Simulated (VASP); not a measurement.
# TiSi (Cmmm) in VASP: further runs

TiSi is run at these levels: PBEsol; tasks: single point.

All numbers are computed with VASP 6.6.1; they aren't measurements. Logs are shortened: lines on timing, memory, paths and dates and some standing lists are left out, and cuts for length are marked.

## (1) The cell of the first run

The structure is orthorhombic, space group Cmmm (No. 65). The conventional cell has a = 3.523 Å, b = 4.108 Å, c = 3.747 Å, α = 90.00°, β = 90.00°, γ = 90.00°. Ti (site symmetry mmm) has 8 Si at 2.57 to 2.78 Å and 4 Ti at 2.71 Å within 3.4 Å. Si (site symmetry mmm) has 8 Ti at 2.57 to 2.78 Å and 4 Si at 2.71 Å within 3.4 Å.

## (2) Single point, PBEsol (strain -0.030 along x and y, -0.015 along z)

INCAR reads:

```
SYSTEM = TiSi
  PREC = Accurate
  ENCUT = 520
  EDIFF = 1E-7
  ISMEAR = 0
  SIGMA = 0.15
  LREAL = .FALSE.
  LASPH = .TRUE.
  NELM = 60
  ALGO = Normal
  ISIF = 2
  LWAVE = .FALSE.
  LCHARG = .FALSE.
  GGA = PS
  NBANDS = 15
```

KPOINTS reads:

```
Automatic mesh
0
G
  18 18 12
  0 0 0
```

POSCAR reads:

```
TiSi
1.0
    1.7616926600     -2.0540952800      0.0000000000
    1.7616926600      2.0540952800      0.0000000000
    0.0000000000      0.0000000000      3.7468749900
Ti Si
1 1
Direct
    0.5000000000      0.5000000000      0.0000000000
    0.0000000000      0.0000000000      0.5000000000
```

Potentials or basis: VASP PAW PBE potentials, release 64 (Ti_sv, Si).

Launch:

```console
$ cat potpaw_PBE.64/Ti_sv/POTCAR potpaw_PBE.64/Si/POTCAR > POTCAR
$ mpirun -np 1 vasp_std > vasp.out
```

OUTCAR:

```text
SYSTEM = TiSi
   PREC = Accurate
   ENCUT = 520
   EDIFF = 1E-7
   ISMEAR = 0
   LREAL = .FALSE.
   LASPH = .TRUE.
   NELM = 60
   ISIF = 2
   GGA = PS

 ion  position               nearest neighbor table
   1  0.500  0.500  0.000-   2 2.57   2 2.57   2 2.57   2 2.57   2 2.78   2 2.78   2 2.78   2 2.78

   2  0.000  0.000  0.500-   1 2.57   1 2.57   1 2.57   1 2.57   1 2.78   1 2.78   1 2.78   1 2.78

  LATTYP: Found a base centered orthorhombic cell.
 ALAT       =     3.5233853200
 B/A-ratio  =     1.1659782246
 C/A-ratio  =     1.0634303801

  Lattice vectors:

 A1 = (   1.7616926600,  -2.0540952800,   0.0000000000)
 A2 = (   1.7616926600,   2.0540952800,   0.0000000000)
 A3 = (   0.0000000000,   0.0000000000,   3.7468749900)

Analysis of symmetry for initial positions (statically):
=====================================================================
 Subroutine PRICEL returns:
 Original cell was already a primitive cell.

 Routine SETGRP: Setting up the symmetry group for a
 base centered orthorhombic supercell.

 Subroutine GETGRP returns: Found  8 space group operations
 (whereof  8 operations were pure point group operations)
 out of a pool of  8 trial point group operations.

The static configuration has the point symmetry D_2h.

Analysis of symmetry for dynamics (positions and initial velocities):
=====================================================================
 Subroutine PRICEL returns:
 Original cell was already a primitive cell.

 Routine SETGRP: Setting up the symmetry group for a
 base centered orthorhombic supercell.

 Subroutine GETGRP returns: Found  8 space group operations
 (whereof  8 operations were pure point group operations)
 out of a pool of  8 trial point group operations.

The dynamic configuration has the point symmetry D_2h.

 Subroutine INISYM returns: Found  8 space group operations
 (whereof  8 operations are pure point group operations),
 and found     1 'primitive' translations

----------------------------------------------------------------------------------------

                                     Primitive cell

  volume of cell :      27.1175

  direct lattice vectors                    reciprocal lattice vectors
     1.761692660 -2.054095280  0.000000000     0.283817950 -0.243416167  0.000000000
     1.761692660  2.054095280  0.000000000     0.283817950  0.243416167  0.000000000
     0.000000000  0.000000000  3.746874990     0.000000000  0.000000000  0.266889075

  length of vectors
     2.706079904  2.706079904  3.746874990     0.373903810  0.373903810  0.266889075

  position of ions in fractional coordinates (direct lattice)
     0.500000000  0.500000000  0.000000000
     0.000000000  0.000000000  0.500000000

  ion indices of the primitive-cell ions
   primitive index   ion index
                 1           1
                 2           2

----------------------------------------------------------------------------------------

 KPOINTS: Automatic mesh

Automatic generation of k-mesh.
 Grid dimensions read from file:
 generate k-points for:   18   18   12

 Generating k-lattice:

  Cartesian coordinates                     Fractional coordinates (reciprocal lattice)
     0.015767664 -0.013523120  0.000000000     0.055555556  0.000000000  0.000000000
     0.015767664  0.013523120  0.000000000     0.000000000  0.055555556  0.000000000
     0.000000000  0.000000000  0.022240756     0.000000000  0.000000000  0.083333333

  Length of vectors
     0.020772434  0.020772434  0.022240756

  Shift w.r.t. Gamma in fractional coordinates (k-lattice)
     0.000000000  0.000000000  0.000000000

 Subroutine IBZKPT returns following result:
 ===========================================

 Found    637 irreducible k-points:

 Following reciprocal coordinates:
            Coordinates               Weight
  0.000000  0.000000  0.000000      1.000000
  0.055556 -0.000000  0.000000      4.000000
  0.111111 -0.000000  0.000000      4.000000
  0.166667 -0.000000  0.000000      4.000000
  0.222222 -0.000000  0.000000      4.000000
  0.277778  0.000000  0.000000      4.000000
[... 16 lines left out ...]
 -0.277778  0.055556  0.000000      4.000000
 -0.222222  0.055556  0.000000      4.000000
 [... further k-points ...]
   k-points           NKPTS =    637   k-points in BZ     NKDIM =    637   number of bands    NBANDS=     15
   number of dos      NEDOS =    301   number of ions     NIONS =      2
   total plane-waves  NPLWV =  11200
   dimension x,y,z NGX =    20 NGY =   20 NGZ =   28
   dimension x,y,z NGXF=    40 NGYF=   40 NGZF=   56
   ions per type =               1   1
   NGX,Y,Z   is equivalent  to a cutoff of  12.29, 12.29, 12.42 a.u.
   NGXF,Y,Z  is equivalent  to a cutoff of  24.57, 24.57, 24.85 a.u.
 SYSTEM =  TiSi
   PREC   = accura    normal or accurate (medium, high low for compatibility)
   ISTART =      0    job   : 0-new  1-cont  2-samecut
   ICHARG =      2    charge: 1-file 2-atom 10-const
   ISPIN  =      1    spin polarized calculation?
   LNONCOLLINEAR =      F non collinear calculations
   LSORBIT =      F    spin-orbit coupling
   LASPH  =      T    aspherical Exc in radial PAW
   ENCUT  =  520.0 eV  38.22 Ry    6.18 a.u.   5.03  5.03  6.97*2*pi/ulx,y,z
   NELM   =     60;   NELMIN=  2; NELMDL= -5     # of ELM steps
   EDIFF  = 0.1E-06   stopping-criterion for ELM
   LREAL  =      F    real-space projection
   EDIFFG = 0.1E-05   stopping-criterion for IOM
   NSW    =      0    number of steps for IOM
   IBRION =     -1    ionic relax: 0-MD 1-quasi-New 2-CG
   NFREE  =      0    steps in history (QN), initial steepest desc. (CG)
   ISIF   =      2    stress and relaxation
   ISYM   =      2    0-nonsym 1-usesym 2-fastsym
   POTIM  = 0.5000    time-step for ionic-motion
   TEBEG  =    0.0;   TEEND  =   0.0 temperature during run
   PSTRESS=    0.0 pullay stress
   NELECT =      16.0000    total number of electrons
   NUPDOWN=      -1.0000    fix difference up-down
   EMIN   =  10.00;   EMAX   =-10.00  energy-range for DOS
   EFERMI =   0.00;   METHOD = LEGACY
   ISMEAR =     0;   SIGMA  =   0.15  broadening in eV -4-tet -1-fermi 0-gaus
   EFERMI_NEDOS =   21; number of points for ismear=-14 and -15
   IALGO  =     38    algorithm
   IMIX   =      4    mixing-type and parameters
     AMIX     =   0.40;   BMIX     =  1.00
     AMIX_MAG =   1.60;   BMIX_MAG =  1.00
  volume/ion in A,a.u.               =      13.56        91.50
  Fermi-wavevector in a.u.,A,eV,Ry     =   1.373087  2.594759 25.652003  1.885369
  Thomas-Fermi vector in A             =   2.498636
   LORBIT       =      0    0 simple, 1 ext, 2 COOP (PROOUT), +10 PAW based schemes
   GGA     = PS    functional components
   LHFCALC =     F    Hartree Fock is set to
   AEXX    =    0.0000 exact exchange contribution
   IVDW    =     0    specifies the selected vdW correction
   LEPSILON=     F    determine dielectric tensor
   LRPA    =     F    only Hartree local field effects (RPA)
 non-spin polarized calculation
 Gauss-broadening in eV      SIGMA  =   0.15
  energy-cutoff  :      520.00
  volume of cell :       27.12
 maximum number of plane-waves:       756
   NGX = 11   NGY = 11   NGZ = 13

 number of electron      15.9999998 magnetization

 Free energy of the ion-electron system (eV)
  ---------------------------------------------------
  ext. energy  EPLUGINS =         0.00000000
  ---------------------------------------------------
  free energy    TOTEN  =       -15.30808298 eV

  energy without entropy =      -15.29613919  energy(sigma->0) =      -15.30211109

 E-fermi :  10.9804     XC(G=0): -12.1888

 val. band max:       10.9794795846   @ k =  -0.1111   0.0556   0.3333
 cond. band min:      10.9838549329   @ k =   0.2778   0.2222   0.5000
 fundamental gap:      0.0043753483
 Fermi energy:        10.9803535527

 k-point     1 :       0.0000    0.0000    0.0000
  band No.  band energies     occupation
      1     -45.3281      2.00000
      2     -21.8667      2.00000
      3     -21.3544      2.00000
      4     -21.2192      2.00000
      5      -1.2208      2.00000
      6       8.3090      2.00000
      7       9.1864      2.00000
      8       9.7241      2.00000
      9      12.8199      0.00000
     10      13.5520      0.00000
     11      14.2150      0.00000
     12      16.7818      0.00000
     13      17.5472      0.00000
     14      17.8236      0.00000
     15      19.6386      0.00000

 k-point     2 :       0.0556   -0.0000    0.0000
  band No.  band energies     occupation
      1     -45.3251      2.00000
      2     -21.8637      2.00000
      3     -21.3655      2.00000
      4     -21.2299      2.00000
      5      -1.1539      2.00000
      6       8.3652      2.00000
      7       9.1360      2.00000
      8       9.7311      2.00000
      9      12.8818      0.00000
     10      13.5609      0.00000
     11      14.1289      0.00000
     12      16.3507      0.00000
     13      17.3816      0.00000
     14      17.8406      0.00000
     15      20.1811      0.00000

 k-point     3 :       0.1111   -0.0000    0.0000
  band No.  band energies     occupation
      1     -45.3164      2.00000
      2     -21.8550      2.00000
      3     -21.4091      2.00000
      4     -21.2489      2.00000
      5      -0.9545      2.00000
      6       8.5211      2.00000
      7       8.9963      2.00000
      8       9.7229      2.00000
      9      13.0477      0.00000
     10      13.6000      0.00000
     11      13.9099      0.00000
     12      15.2835      0.00000
     13      17.4997      0.00000
     14      17.8419      0.00000
     15      20.9911      0.00000
[... 343 lines left out ...]
 k-point    23 :      -0.2778    0.0556    0.0000
  band No.  band energies     occupation
      1     -45.2668      2.00000
      2     -21.8063      2.00000
      3     -21.7266      2.00000
      4     -21.2705      2.00000
      5       0.3589      2.00000
      6       8.2788      2.00000
      7       8.4325      2.00000
      8       9.6471      2.00000
      9      12.7793      0.00000
     10      13.1308      0.00000
     11      13.7417      0.00000
     12      14.6245      0.00000
     13      17.5495      0.00000
     14      19.0609      0.00000
     15      21.9456      0.00000

 k-point    24 :      -0.2222    0.0556    0.0000
  band No.  band energies     occupation
      1     -45.2843      2.00000
      2     -21.8237      2.00000
      3     -21.6010      2.00000
      4     -21.2767      2.00000
      5      -0.1912      2.00000
      6       8.6663      2.00000
      7       8.8307      2.00000
      8       9.5752      2.00000
      9      12.9683      0.00000
     10      13.0484      0.00000
     11      13.7828      0.00000
     12      14.2947      0.00000
     13      17.7052      0.00000
     14      18.4953      0.00000
     15      21.9645      0.00000

 [... further k-points ...]
[... 5 lines left out ...]
  --------------------------------------------------------------------------------------
  -------------------------------------------------------------------------------------
  Total        1.3633312      0.8693583      1.2644815      0.0000000      0.0000000      0.0000000
  in kB       80.5493479     51.3640729     74.7090360      0.0000000      0.0000000      0.0000000
  external PRESSURE =      68.8741523 kB  Pullay stress =       0.0000000 kB

 VOLUME and BASIS-vectors are now :
 -----------------------------------------------------------------------------
  energy-cutoff  :      520.00
  volume of cell :       27.12
      direct lattice vectors                 reciprocal lattice vectors
     1.761692660 -2.054095280  0.000000000     0.283817950 -0.243416167  0.000000000
     1.761692660  2.054095280  0.000000000     0.283817950  0.243416167  0.000000000
     0.000000000  0.000000000  3.746874990     0.000000000  0.000000000  0.266889075

 POSITION                                       TOTAL-FORCE (eV/Angst)
 -----------------------------------------------------------------------------------
      1.76169      0.00000      0.00000         0.000000     -0.000000      0.000000
      0.00000      0.00000      1.87344        -0.000000      0.000000      0.000000
 -----------------------------------------------------------------------------------
    total drift:                                0.000000      0.000000     -0.000000

  FREE ENERGIE OF THE ION-ELECTRON SYSTEM (eV)
  ---------------------------------------------------
  free  energy   TOTEN  =       -15.3080829781 eV

  energy  without entropy=      -15.2961391941  energy(sigma->0) =      -15.30211109
```

Wall time 4.2 min (1 thread of Intel Xeon Platinum 8375C at 2.90GHz (Ice Lake), shared host); peak memory 0.35 GiB.

Results:

```yaml
Free_energy: -15.3081 eV
Pressure: 6.9 GPa
Band_gap_on_the_k_mesh: zero (band 8 reaches 11.78 eV, above the bottom of band 9 at 9.90 eV)
```

Levels at points of the mesh, in eV from the Fermi level:
```csv
k point,band 5,band 6,band 7,band 8,band 9,band 10,band 11,band 12
"(0.00, 0.00, 0.00)",-12.20,-2.67,-1.79,-1.26,1.84,2.57,3.23,5.80
"(0.50, 0.00, 0.00)",-7.68,-6.70,-3.16,-0.93,1.86,2.59,4.72,4.92
"(0.50, 0.50, 0.00)",-5.90,-3.91,-1.47,-1.47,-1.08,-0.42,3.35,3.39
"(0.00, 0.00, 0.50)",-10.75,-6.75,-0.94,0.48,0.79,1.89,3.32,7.05
"(0.50, 0.00, 0.50)",-8.17,-5.10,-2.56,-1.82,1.41,2.01,2.07,3.63
"(0.50, 0.50, 0.50)",-5.20,-4.12,-3.55,-2.76,2.30,2.63,2.84,4.34
```

Caveat: the cell differs from its parent crystal (strain -0.030 along x and y, -0.015 along z); the PAW data sets were made with another functional, which shifts forces and pressure a little.

[end of part 1 of 2]
